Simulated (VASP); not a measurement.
# AlO2 (P4_2/nnm) in VASP: further runs, part 2 of 3

VASP 6.6.1.

### 4 Relaxation of cell and atoms, PBE

INCAR reads:

```
PREC = Accurate
ENCUT = 600
EDIFF = 1E-6
ISMEAR = 0
SIGMA = 0.1
LREAL = False
LASPH = True
NELM = 100
ALGO = Normal
ISIF = 3
LWAVE = False
LCHARG = False
GGA = PE
IBRION = 2
NSW = 90
EDIFFG = -0.04
```

KPOINTS reads:

```
Automatic mesh
0
Gamma
  4 4 6
```

POSCAR reads:

```
AlO2
1.0
    4.3385402732      0.0000000000      0.0000000000
    0.0000000000      4.3385402732      0.0000000000
    0.0000000000      0.0000000000      3.5260213100
Al O
2 4
Direct
    0.0000000000      0.0000000000      0.5000000000
    0.5000000000      0.5000000000      0.0000000000
    0.7500000000      0.2500000000      0.2500000000
    0.2500000000      0.7500000000      0.2500000000
    0.2500000000      0.2500000000      0.7500000000
    0.7500000000      0.7500000000      0.7500000000
```

Potentials or basis: VASP PAW PBE potentials, release 64 (Al, O).

Run with:

```console
> cat potpaw_PBE.64/Al/POTCAR potpaw_PBE.64/O/POTCAR > POTCAR
> mpirun -np 1 vasp_std > vasp.out
```

OUTCAR:

```text
PREC = Accurate
   ENCUT = 600
   EDIFF = 1E-6
   ISMEAR = 0
   LREAL = False
   LASPH = True
   NELM = 100
   ISIF = 3
   GGA = PE
   IBRION = 2
   NSW = 90
   EDIFFG = -0.04

 ion  position               nearest neighbor table
   1  0.000  0.000  0.500-   3 1.77   4 1.77   5 1.77   6 1.77
   2  0.500  0.500  0.000-   3 1.77   4 1.77   5 1.77   6 1.77
   3  0.750  0.250  0.250-   1 1.77   2 1.77
   4  0.250  0.750  0.250-   1 1.77   2 1.77
   5  0.250  0.250  0.750-   1 1.77   2 1.77
   6  0.750  0.750  0.750-   1 1.77   2 1.77

  LATTYP: Found a simple tetragonal cell.
 ALAT       =     4.3385402732
 C/A-ratio  =     0.8127206590

  Lattice vectors:

 A1 = (   4.3385402732,   0.0000000000,   0.0000000000)
 A2 = (   0.0000000000,   4.3385402732,   0.0000000000)
 A3 = (   0.0000000000,   0.0000000000,   3.5260213100)

Analysis of symmetry for initial positions (statically):
=====================================================================
 Subroutine PRICEL returns:
 Original cell was already a primitive cell.

 Routine SETGRP: Setting up the symmetry group for a
 simple tetragonal supercell.

 Subroutine GETGRP returns: Found 16 space group operations
 (whereof  8 operations were pure point group operations)
 out of a pool of 16 trial point group operations.

The static configuration has the point symmetry D_2d.
 The point group associated with its full space group is D_4h.

Analysis of symmetry for dynamics (positions and initial velocities):
=====================================================================
 Subroutine PRICEL returns:
 Original cell was already a primitive cell.

 Routine SETGRP: Setting up the symmetry group for a
 simple tetragonal supercell.

 Subroutine GETGRP returns: Found 16 space group operations
 (whereof  8 operations were pure point group operations)
 out of a pool of 16 trial point group operations.

The dynamic configuration has the point symmetry D_2d.
 The point group associated with its full space group is D_4h.

 Subroutine INISYM returns: Found 16 space group operations
 (whereof  8 operations are pure point group operations),
 and found     1 'primitive' translations

----------------------------------------------------------------------------------------

                                     Primitive cell

  volume of cell :      66.3701

  direct lattice vectors                    reciprocal lattice vectors
     4.338540273  0.000000000  0.000000000     0.230492271  0.000000000  0.000000000
     0.000000000  4.338540273  0.000000000     0.000000000  0.230492271  0.000000000
     0.000000000  0.000000000  3.526021310     0.000000000  0.000000000  0.283605773

  length of vectors
     4.338540273  4.338540273  3.526021310     0.230492271  0.230492271  0.283605773

  position of ions in fractional coordinates (direct lattice)
     0.000000000  0.000000000  0.500000000
     0.500000000  0.500000000  0.000000000
     0.750000000  0.250000000  0.250000000
     0.250000000  0.750000000  0.250000000
     0.250000000  0.250000000  0.750000000
     0.750000000  0.750000000  0.750000000

  ion indices of the primitive-cell ions
   primitive index   ion index
                 1           1
                 2           2
                 3           3
[... 35 lines left out ...]
  0.250000  0.250000  0.000000      4.000000
  0.500000  0.250000  0.000000      4.000000
  0.500000  0.500000  0.000000      1.000000
[... 16 lines left out ...]
  0.500000  0.250000  0.500000      4.000000
  0.500000  0.500000  0.500000      1.000000
   k-points           NKPTS =     24   k-points in BZ     NKDIM =     24   number of bands    NBANDS=     19
   number of dos      NEDOS =    301   number of ions     NIONS =      6
   total plane-waves  NPLWV =  36288
   dimension x,y,z NGX =    36 NGY =   36 NGZ =   28
   dimension x,y,z NGXF=    72 NGYF=   72 NGZF=   56
   ions per type =               2   4
   NGX,Y,Z   is equivalent  to a cutoff of  13.79, 13.79, 13.20 a.u.
   NGXF,Y,Z  is equivalent  to a cutoff of  27.59, 27.59, 26.40 a.u.
 SYSTEM =  unknown system
   PREC   = accura    normal or accurate (medium, high low for compatibility)
   ISTART =      0    job   : 0-new  1-cont  2-samecut
   ICHARG =      2    charge: 1-file 2-atom 10-const
   ISPIN  =      1    spin polarized calculation?
   LNONCOLLINEAR =      F non collinear calculations
   LSORBIT =      F    spin-orbit coupling
   LASPH  =      T    aspherical Exc in radial PAW
   ENCUT  =  600.0 eV  44.10 Ry    6.64 a.u.   8.67  8.67  7.04*2*pi/ulx,y,z
   NELM   =    100;   NELMIN=  2; NELMDL= -5     # of ELM steps
   EDIFF  = 0.1E-05   stopping-criterion for ELM
   LREAL  =      F    real-space projection
   EDIFFG = -.4E-01   stopping-criterion for IOM
   NSW    =     90    number of steps for IOM
   IBRION =      2    ionic relax: 0-MD 1-quasi-New 2-CG
   NFREE  =      1    steps in history (QN), initial steepest desc. (CG)
   ISIF   =      3    stress and relaxation
   ISYM   =      2    0-nonsym 1-usesym 2-fastsym
   POTIM  = 0.5000    time-step for ionic-motion
   TEBEG  =    0.0;   TEEND  =   0.0 temperature during run
   PSTRESS=    0.0 pullay stress
   NELECT =      30.0000    total number of electrons
   NUPDOWN=      -1.0000    fix difference up-down
   EMIN   =  10.00;   EMAX   =-10.00  energy-range for DOS
   EFERMI =   0.00;   METHOD = LEGACY
   ISMEAR =     0;   SIGMA  =   0.10  broadening in eV -4-tet -1-fermi 0-gaus
   EFERMI_NEDOS =   21; number of points for ismear=-14 and -15
   IALGO  =     38    algorithm
   IMIX   =      4    mixing-type and parameters
     AMIX     =   0.40;   BMIX     =  1.00
     AMIX_MAG =   1.60;   BMIX_MAG =  1.00
  volume/ion in A,a.u.               =      11.06        74.65
  Fermi-wavevector in a.u.,A,eV,Ry     =   1.256390  2.374233 21.477016  1.578516
  Thomas-Fermi vector in A             =   2.390100
   LORBIT       =      0    0 simple, 1 ext, 2 COOP (PROOUT), +10 PAW based schemes
   GGA     = PE    functional components
   LHFCALC =     F    Hartree Fock is set to
   AEXX    =    0.0000 exact exchange contribution
   IVDW    =     0    specifies the selected vdW correction
   LEPSILON=     F    determine dielectric tensor
   LRPA    =     F    only Hartree local field effects (RPA)
 conjugate gradient relaxation of ions
 non-spin polarized calculation
 Gauss-broadening in eV      SIGMA  =   0.10
  energy-cutoff  :      600.00
  volume of cell :       66.37
 maximum number of plane-waves:      2246
 NGX is ok and might be reduce to    36
   NGX = 17   NGY = 17   NGZ = 15

 number of electron      29.9999996 magnetization

 Free energy of the ion-electron system (eV)
  ---------------------------------------------------
  ext. energy  EPLUGINS =         0.00000000
  ---------------------------------------------------
  free energy    TOTEN  =       -38.69107874 eV

  energy without entropy =      -38.63026830  energy(sigma->0) =      -38.66067352

 E-fermi :   2.3091     XC(G=0): -10.1974

 val. band max:        2.3088368860   @ k =   0.5000   0.5000   0.5000
 cond. band min:       2.3112514678   @ k =   0.0000   0.0000   0.0000
 fundamental gap:      0.0024145818
 Fermi energy:         2.3091414644

 k-point     1 :       0.0000    0.0000    0.0000
  band No.  band energies     occupation
      1     -15.6073      2.00000
      2     -14.0449      2.00000
      3     -14.0449      2.00000
      4     -13.5324      2.00000
      5      -3.8484      2.00000
      6      -1.1044      2.00000
[... 505 lines left out ...]
      6      -2.3384      2.00000
[... 11 lines left out ...]
     18      11.2531      0.00000
     19      14.2058      0.00000

------------------------ aborting loop because EDIFF is reached ----------------------------------------

  FORCE on cell =-STRESS in cart. coord.  units (eV):
  Direction    XX          YY          ZZ          XY          YZ          ZX
  --------------------------------------------------------------------------------------
  -------------------------------------------------------------------------------------
  Total       -0.1333012     -0.1333012     -0.1994633      0.0000000      0.0000000      0.0000000
  in kB       -3.2178999     -3.2178999     -4.8150554      0.0000000      0.0000000      0.0000000
  external PRESSURE =      -3.7502851 kB  Pullay stress =       0.0000000 kB

 VOLUME and BASIS-vectors are now :
 -----------------------------------------------------------------------------
  energy-cutoff  :      600.00
  volume of cell :       66.37
      direct lattice vectors                 reciprocal lattice vectors
     4.338540273  0.000000000  0.000000000     0.230492271  0.000000000  0.000000000
     0.000000000  4.338540273  0.000000000     0.000000000  0.230492271  0.000000000
     0.000000000  0.000000000  3.526021310     0.000000000  0.000000000  0.283605773

 POSITION                                       TOTAL-FORCE (eV/Angst)
 -----------------------------------------------------------------------------------
      0.00000      0.00000      1.76301        -0.000000      0.000000     -0.000000
      2.16927      2.16927      0.00000        -0.000000      0.000000     -0.000000
      3.25391      1.08464      0.88151        -0.000000     -0.000000      0.000000
      1.08464      3.25391      0.88151         0.000000      0.000000     -0.000000
      1.08464      1.08464      2.64452         0.000000     -0.000000      0.000000
      3.25391      3.25391      2.64452        -0.000000      0.000000     -0.000000
 -----------------------------------------------------------------------------------
    total drift:                                0.000000     -0.000000      0.000000

  FREE ENERGIE OF THE ION-ELECTRON SYSTEM (eV)
  ---------------------------------------------------
  free  energy   TOTEN  =       -38.6910787384 eV

  energy  without entropy=      -38.6302682953  energy(sigma->0) =      -38.66067352

 reached required accuracy - stopping structural energy minimisation
```

CONTCAR:

```text
AlO2
   1.00000000000000
     4.3385402731999996    0.0000000000000000    0.0000000000000000
     0.0000000000000000    4.3385402731999996    0.0000000000000000
     0.0000000000000000    0.0000000000000000    3.5260213100000000
  Al              O
     2     4
Direct
     0.0000000000000000    0.0000000000000000    0.5000000000000000
     0.5000000000000000    0.5000000000000000    0.0000000000000000
     0.7500000000000000    0.2500000000000000    0.2500000000000000
     0.2500000000000000    0.7500000000000000    0.2500000000000000
     0.2500000000000000    0.2500000000000000    0.7500000000000000
     0.7500000000000000    0.7500000000000000    0.7500000000000000

  0.00000000E+00  0.00000000E+00  0.00000000E+00
  0.00000000E+00  0.00000000E+00  0.00000000E+00
  0.00000000E+00  0.00000000E+00  0.00000000E+00
  0.00000000E+00  0.00000000E+00  0.00000000E+00
  0.00000000E+00  0.00000000E+00  0.00000000E+00
  0.00000000E+00  0.00000000E+00  0.00000000E+00
```

Run time: 35 s. Hardware: 1 thread of AMD EPYC 7R13 (Zen 3), shared host; peak memory 0.15 GiB.

What came out:

* Free energy: -38.6911 eV
* Pressure after relaxing: -0.4 GPa
* Band gap on the k mesh: zero (band 15 reaches 2.72 eV, above the bottom of band 16 at 1.80 eV)

Final structure:
```
Al O
1.0
     4.33854    0.00000    0.00000
     0.00000    4.33854    0.00000
     0.00000    0.00000    3.52602
Al O
2 4
Cartesian
  0.0000 0.0000 1.7630
  2.1693 2.1693 0.0000
  3.2539 1.0846 0.8815
  1.0846 3.2539 0.8815
  1.0846 1.0846 2.6445
  3.2539 3.2539 2.6445
```

Caveat: the k points lie up to 0.36 Å⁻¹ apart in the final cell; the relaxation stopped at its first step, so nothing moved.

[end of part 2 of 3]
